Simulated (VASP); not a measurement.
Runs of VASP 6.6.1 on W. Symmetry: Im-3m, No. 229, cubic system. Conventional cell: a = 3.170 Å, b = 3.170 Å, c = 3.170 Å, α = 90.00°, β = 90.00°, γ = 90.00°. W (site symmetry m-3m) has 14 W at 2.74 to 3.17 Å within 3.6 Å. 

| smearing | gap on the mesh (eV) | pressure (GPa) |
| --- | --- | --- |
| methfessel-paxton 0.03 eV | none | 1.4 |
| methfessel-paxton 1 eV | none | (a) |
| methfessel-paxton 0.1 eV | none | 1.4 |
| fermi-dirac 1 eV | none | 15.3 |
| methfessel-paxton 0.01 eV | none | 1.4 |
| gaussian 0.6 eV | none | 1.1 |
| methfessel-paxton 0.3 eV | none | 1.2 |
| gaussian 0.3 eV | none | 1.1 |
| gaussian 0.01 eV | none | 1.4 |

Alike in all rows: task single point; level r2SCAN; potentials or basis VASP PAW PBE potentials, release 64 (W_sv); no spin polarisation; cell as given; k mesh 14 × 14 × 14; cutoff (eV) 520.

Task: Fill in the values left out.

Result: (a) 0.5.

Caveats: the PAW data sets were made with another functional, which shifts forces and pressure a little; spin-orbit coupling is left out, which moves the levels of the heavy elements; so wide a smearing shifts energies and pressures (at least some runs); the cell stands under pressure (at least some runs).

A k mesh can miss the band edges, and the runs leave out spin-orbit coupling on W.

A gap of «none» marks levels without a gap at the run's occupations.
